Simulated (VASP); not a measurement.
# Zr (Fd-3m) in VASP: a series of runs, part 2 of 2

VASP 6.6.1. The steps go on from the part before.

**3. Single point, LDA**

This run uses another cell than the first one, of 20.93 Å³/atom.

Input file INCAR:

```
SYSTEM = Zr
PREC     = Accurate       ! precision mode
ENCUT    = 500            ! plane-wave cutoff, eV
EDIFF    = 1E-6           ! SCF threshold, eV
ISMEAR   = -1             ! smearing method
SIGMA    = 0.05           ! smearing width, eV
LREAL    = .FALSE.        ! projectors in reciprocal space
LASPH    = .TRUE.         ! aspherical terms in the spheres
NELM     = 120            ! most SCF steps
ALGO     = Normal         ! electronic algorithm
ISIF     = 2              ! what is computed and relaxed
LWAVE    = .FALSE.        ! write WAVECAR
LCHARG   = .TRUE.         ! write CHGCAR
LELF     = .TRUE.         ! ELF
LVHAR    = .TRUE.       
NBANDS   = 19             ! bands
GGA_COMPAT= .FALSE.
```

Input file KPOINTS:

```
regular mesh
0
G
  11 11 11
  0 0 0
```

Input file POSCAR:

```
Zr
1.0
    0.0000000000      2.7559341352      2.7559341352
    2.7559341352      0.0000000000      2.7559341352
    2.7559341352      2.7559341352      0.0000000000
Zr
2
Direct
    1.0000000000      1.0000000000      1.0000000000
    0.2500000000      0.2500000000      0.2500000000
```

Potentials or basis: VASP PAW LDA potentials, release 64 (Zr_sv).

The run is started by

```bash
> cat potpaw_LDA.64/Zr_sv/POTCAR > POTCAR
> mpirun -np 1 vasp_std > vasp.out
```

OUTCAR:

```text
SYSTEM = Zr
   PREC = Accurate
   ENCUT = 500
   EDIFF = 1E-6
   ISMEAR = -1
   LREAL = .FALSE.
   LASPH = .TRUE.
   NELM = 120
   ISIF = 2

 ion  position               nearest neighbor table
   1  0.000  0.000  0.000-   2 2.39   2 2.39   2 2.39   2 2.39
   2  0.250  0.250  0.250-   1 2.39   1 2.39   1 2.39   1 2.39

  LATTYP: Found a face centered cubic cell.
 ALAT       =     5.5118682704

  Lattice vectors:

 A1 = (   0.0000000000,   2.7559341352,   2.7559341352)
 A2 = (   2.7559341352,   0.0000000000,   2.7559341352)
 A3 = (   2.7559341352,   2.7559341352,   0.0000000000)

Analysis of symmetry for initial positions (statically):
=====================================================================
 Subroutine PRICEL returns:
 Original cell was already a primitive cell.

 Routine SETGRP: Setting up the symmetry group for a
 face centered cubic supercell.

 Subroutine GETGRP returns: Found 48 space group operations
 (whereof 24 operations were pure point group operations)
 out of a pool of 48 trial point group operations.

The static configuration has the point symmetry T_d .
 The point group associated with its full space group is O_h .

Analysis of symmetry for dynamics (positions and initial velocities):
=====================================================================
 Subroutine PRICEL returns:
 Original cell was already a primitive cell.

 Routine SETGRP: Setting up the symmetry group for a
 face centered cubic supercell.

 Subroutine GETGRP returns: Found 48 space group operations
 (whereof 24 operations were pure point group operations)
 out of a pool of 48 trial point group operations.

The dynamic configuration has the point symmetry T_d .
 The point group associated with its full space group is O_h .

 Subroutine INISYM returns: Found 48 space group operations
 (whereof 24 operations are pure point group operations),
 and found     1 'primitive' translations

----------------------------------------------------------------------------------------

                                     Primitive cell

  volume of cell :      41.8636

  direct lattice vectors                    reciprocal lattice vectors
     0.000000000  2.755934135  2.755934135    -0.181426687  0.181426687  0.181426687
     2.755934135  0.000000000  2.755934135     0.181426687 -0.181426687  0.181426687
     2.755934135  2.755934135  0.000000000     0.181426687  0.181426687 -0.181426687

  length of vectors
     3.897479431  3.897479431  3.897479431     0.314240240  0.314240240  0.314240240

  position of ions in fractional coordinates (direct lattice)
     0.000000000  0.000000000  0.000000000
     0.250000000  0.250000000  0.250000000

  ion indices of the primitive-cell ions
   primitive index   ion index
                 1           1
                 2           2

----------------------------------------------------------------------------------------

 KPOINTS: regular mesh

Automatic generation of k-mesh.
 Grid dimensions read from file:
 generate k-points for:   11   11   11

 Generating k-lattice:

  Cartesian coordinates                     Fractional coordinates (reciprocal lattice)
    -0.016493335  0.016493335  0.016493335     0.090909091  0.000000000  0.000000000
     0.016493335 -0.016493335  0.016493335     0.000000000  0.090909091  0.000000000
     0.016493335  0.016493335 -0.016493335     0.000000000  0.000000000  0.090909091

  Length of vectors
     0.028567295  0.028567295  0.028567295

  Shift w.r.t. Gamma in fractional coordinates (k-lattice)
     0.000000000  0.000000000  0.000000000

 Subroutine IBZKPT returns following result:
 ===========================================

 Found     56 irreducible k-points:

 Following reciprocal coordinates:
            Coordinates               Weight
  0.000000  0.000000  0.000000      1.000000
  0.090909  0.000000  0.000000      8.000000
  0.181818  0.000000  0.000000      8.000000
  0.272727  0.000000  0.000000      8.000000
  0.363636  0.000000  0.000000      8.000000
  0.454545  0.000000  0.000000      8.000000
[... 16 lines left out ...]
 -0.272727  0.181818  0.000000     24.000000
 -0.181818  0.181818  0.000000     12.000000
 [... further k-points ...]
   k-points           NKPTS =     56   k-points in BZ     NKDIM =     56   number of bands    NBANDS=     19
   number of dos      NEDOS =    301   number of ions     NIONS =      2
   total plane-waves  NPLWV =  21952
   dimension x,y,z NGX =    28 NGY =   28 NGZ =   28
   dimension x,y,z NGXF=    56 NGYF=   56 NGZF=   56
   ions per type =               2
   NGX,Y,Z   is equivalent  to a cutoff of  11.94, 11.94, 11.94 a.u.
   NGXF,Y,Z  is equivalent  to a cutoff of  23.89, 23.89, 23.89 a.u.
 SYSTEM =  Zr
   PREC   = accura    normal or accurate (medium, high low for compatibility)
   ISTART =      0    job   : 0-new  1-cont  2-samecut
   ICHARG =      2    charge: 1-file 2-atom 10-const
   ISPIN  =      1    spin polarized calculation?
   LNONCOLLINEAR =      F non collinear calculations
   LSORBIT =      F    spin-orbit coupling
   LASPH  =      T    aspherical Exc in radial PAW
   ENCUT  =  500.0 eV  36.75 Ry    6.06 a.u.   7.11  7.11  7.11*2*pi/ulx,y,z
   NELM   =    120;   NELMIN=  2; NELMDL= -5     # of ELM steps
   EDIFF  = 0.1E-05   stopping-criterion for ELM
   LREAL  =      F    real-space projection
   EDIFFG = 0.1E-04   stopping-criterion for IOM
   NSW    =      0    number of steps for IOM
   IBRION =     -1    ionic relax: 0-MD 1-quasi-New 2-CG
   NFREE  =      0    steps in history (QN), initial steepest desc. (CG)
   ISIF   =      2    stress and relaxation
   ISYM   =      2    0-nonsym 1-usesym 2-fastsym
   POTIM  = 0.5000    time-step for ionic-motion
   TEBEG  =    0.0;   TEEND  =   0.0 temperature during run
   PSTRESS=    0.0 pullay stress
   NELECT =      24.0000    total number of electrons
   NUPDOWN=      -1.0000    fix difference up-down
   EMIN   =  10.00;   EMAX   =-10.00  energy-range for DOS
   EFERMI =   0.00;   METHOD = LEGACY
   ISMEAR =    -1;   SIGMA  =   0.05  broadening in eV -4-tet -1-fermi 0-gaus
   EFERMI_NEDOS =   21; number of points for ismear=-14 and -15
   IALGO  =     38    algorithm
   IMIX   =      4    mixing-type and parameters
     AMIX     =   0.40;   BMIX     =  1.00
     AMIX_MAG =   1.60;   BMIX_MAG =  1.00
  volume/ion in A,a.u.               =      20.93       141.25
  Fermi-wavevector in a.u.,A,eV,Ry     =   1.359982  2.569993 25.164660  1.849550
  Thomas-Fermi vector in A             =   2.486683
   LORBIT       =      0    0 simple, 1 ext, 2 COOP (PROOUT), +10 PAW based schemes
   GGA     = CA    functional components
   LHFCALC =     F    Hartree Fock is set to
   AEXX    =    0.0000 exact exchange contribution
   IVDW    =     0    specifies the selected vdW correction
   LEPSILON=     F    determine dielectric tensor
   LRPA    =     F    only Hartree local field effects (RPA)
 non-spin polarized calculation
  energy-cutoff  :      500.00
  volume of cell :       41.86
 maximum number of plane-waves:      1074
   NGX = 15   NGY = 15   NGZ = 15

 number of electron      23.9999999 magnetization

 Free energy of the ion-electron system (eV)
  ---------------------------------------------------
  ext. energy  EPLUGINS =         0.00000000
  ---------------------------------------------------
  free energy    TOTEN  =       -13.17281713 eV

  energy without entropy =      -13.14173905  energy(sigma->0) =      -13.15727809

 E-fermi :   9.5941     XC(G=0): -11.4501

 val. band max:        9.5863024007   @ k =   0.0000   0.0000   0.0000
 cond. band min:       9.5967427938   @ k =  -0.0909   0.0909   0.0000
 fundamental gap:      0.0104403931
 Fermi energy:         9.5941409951

 k-point     1 :       0.0000    0.0000    0.0000
  band No.  band energies     occupation
      1     -39.5622      2.00000
      2     -37.6170      2.00000
      3     -18.2287      2.00000
      4     -18.2287      2.00000
      5     -18.2287      2.00000
      6     -15.9103      2.00000
[... 11 lines left out ...]
     18      17.6035      0.00000
     19      17.6035      0.00000
[... 485 lines left out ...]
 k-point    24 :      -0.1818    0.1818    0.0000
  band No.  band energies     occupation
      1     -39.3033      2.00000
      2     -37.9320      2.00000
      3     -18.6335      2.00000
      4     -18.4103      2.00000
      5     -18.0552      2.00000
      6     -15.9821      2.00000
[... 11 lines left out ...]
     18      15.6792      0.00000
     19      17.8892      0.00000

 [... further k-points ...]

------------------------ aborting loop because EDIFF is reached ----------------------------------------

  FORCE on cell =-STRESS in cart. coord.  units (eV):
  Direction    XX          YY          ZZ          XY          YZ          ZX
  --------------------------------------------------------------------------------------
  -------------------------------------------------------------------------------------
  Total        5.3965559      5.3965559      5.3965559     -0.0000000     -0.0000000     -0.0000000
  in kB      206.5336239    206.5336239    206.5336239     -0.0000000     -0.0000000     -0.0000000
  external PRESSURE =     206.5336239 kB  Pullay stress =       0.0000000 kB

 VOLUME and BASIS-vectors are now :
 -----------------------------------------------------------------------------
  energy-cutoff  :      500.00
  volume of cell :       41.86
      direct lattice vectors                 reciprocal lattice vectors
     0.000000000  2.755934135  2.755934135    -0.181426687  0.181426687  0.181426687
     2.755934135  0.000000000  2.755934135     0.181426687 -0.181426687  0.181426687
     2.755934135  2.755934135  0.000000000     0.181426687  0.181426687 -0.181426687

 POSITION                                       TOTAL-FORCE (eV/Angst)
 -----------------------------------------------------------------------------------
      0.00000      0.00000      0.00000         0.000000     -0.000000      0.000000
      1.37797      1.37797      1.37797        -0.000000      0.000000     -0.000000
 -----------------------------------------------------------------------------------
    total drift:                                0.000000      0.000000      0.000000

  FREE ENERGIE OF THE ION-ELECTRON SYSTEM (eV)
  ---------------------------------------------------
  free  energy   TOTEN  =       -13.1728171287 eV

  energy  without entropy=      -13.1417390473  energy(sigma->0) =      -13.15727809
```

Wall time 16 s (1 thread of Intel Xeon 6975P-C (Granite Rapids), shared host); peak memory 0.15 GiB.

Results:

```yaml
Free_energy: -13.1728 eV
Pressure: 20.7 GPa
Band_gap_on_the_k_mesh: zero (bands 12 and 13 overlap by 1.30 eV)
```

Levels at points of the mesh, in eV from the Fermi level:
```tsv
k point	band 10	band 11	band 12	band 13	band 14	band 15
(0.00, 0.00, 0.00)	-2.04	-2.04	-0.01	-0.01	-0.01	3.14
```

Caveat: the cell stands under pressure.

**4. Single point, LDA**

This run uses another cell than the first one, of 23.19 Å³/atom.

Input file INCAR:

```
SYSTEM = Zr
ALGO = Normal
EDIFF = 1E-6
ENCUT = 500
GGA_COMPAT = .FALSE.
ISIF = 2
ISMEAR = -1
LASPH = .TRUE.
LCHARG = .TRUE.
LELF = .TRUE.
LREAL = .FALSE.
LVHAR = .TRUE.
LWAVE = .FALSE.
NBANDS = 19
NELM = 120
PREC = Accurate
SIGMA = 0.05
```

Input file KPOINTS:

```
k-points
0
G
  11 11 11
  0 0 0
```

Input file POSCAR:

```
Zr
1.0
    0.0000000000      2.8518310209      2.8518310209
    2.8518310209      0.0000000000      2.8518310209
    2.8518310209      2.8518310209      0.0000000000
Zr
2
Direct
    1.0000000000      1.0000000000      1.0000000000
    0.2500000000      0.2500000000      0.2500000000
```

The run is started by

```bash
> cat potpaw_LDA.64/Zr_sv/POTCAR > POTCAR
> mpirun -np 1 vasp_std > vasp.out
```

It took 22 s on 1 thread of Intel Xeon 6975P-C (Granite Rapids), shared host; peak memory 0.17 GiB.

It converged, with:

- Free energy: -13.6010 eV
- Pressure: 10.4 GPa
- Band gap on the k mesh: zero (bands 12 and 13 overlap by 0.87 eV)

Levels at points of the mesh, in eV from the Fermi level:
```tsv
k point	band 10	band 11	band 12	band 13	band 14	band 15
(0.00, 0.00, 0.00)	-1.64	-1.64	0.00	0.00	0.00	2.80
```

Caveat: the cell stands under pressure.

**5. Single point, LDA**

This run uses another cell than the first one, of 27.71 Å³/atom.

Input file INCAR:

```
SYSTEM = Zr
  ALGO = Normal
  EDIFF = 1E-6
  ENCUT = 500
  GGA = CA
  GGA_COMPAT = .FALSE.
  ISIF = 2
  ISMEAR = -1
  LASPH = .TRUE.
  LCHARG = .FALSE.
  LREAL = .FALSE.
  LWAVE = .FALSE.
  NBANDS = 19
  NELM = 120
  PREC = Accurate
  SIGMA = 0.05
```

KPOINTS is that of step 4.

Input file POSCAR:

```
Zr
1.0
    0.0000000000      3.0259987691      3.0259987691
    3.0259987691      0.0000000000      3.0259987691
    3.0259987691      3.0259987691      0.0000000000
Zr
2
Direct
    1.0000000000      1.0000000000      1.0000000000
    0.2500000000      0.2500000000      0.2500000000
```

The run is started by

```bash
> cat potpaw_LDA.64/Zr_sv/POTCAR > POTCAR
> mpirun -np 1 vasp_std > vasp.out
```

Run time: 17 s. Hardware: 1 thread of Intel Xeon 6975P-C (Granite Rapids), shared host; peak memory 0.17 GiB.

Results (log left out):

```
Free energy            : -13.8530 eV
Pressure               : 0.1 GPa
Band gap on the k mesh : zero (bands 12 and 13 overlap by 0.29 eV)
```

Levels at points of the mesh, in eV from the Fermi level:
| k point | band 10 | band 11 | band 12 | band 13 | band 14 | band 15 |
| --- | --- | --- | --- | --- | --- | --- |
| (0.00, 0.00, 0.00) | -1.07 | -1.07 | 0.02 | 0.02 | 0.02 | 2.35 |

**6. Overview**

| cell | gap on the mesh (eV) | pressure (GPa) |
| --- | --- | --- |
| a = 3.809 Å, angles 60.0°, 2 atoms | none | 31.0 |
| a = 3.897 Å, angles 60.0°, 2 atoms | none | 20.7 |
| a = 4.033 Å, angles 60.0°, 2 atoms | none | 10.4 |
| a = 4.279 Å, angles 60.0°, 2 atoms | none | 0.1 |

Alike in all rows: task single point; level LDA; potentials or basis VASP PAW LDA potentials, release 64 (Zr_sv); no spin polarisation; k mesh 11 × 11 × 11; cutoff (eV) 500; smearing fermi-dirac 0.05 eV.

Caveats: the cell stands under pressure (at least some runs).

Absolute energies hang on the potentials; compare differences alone.
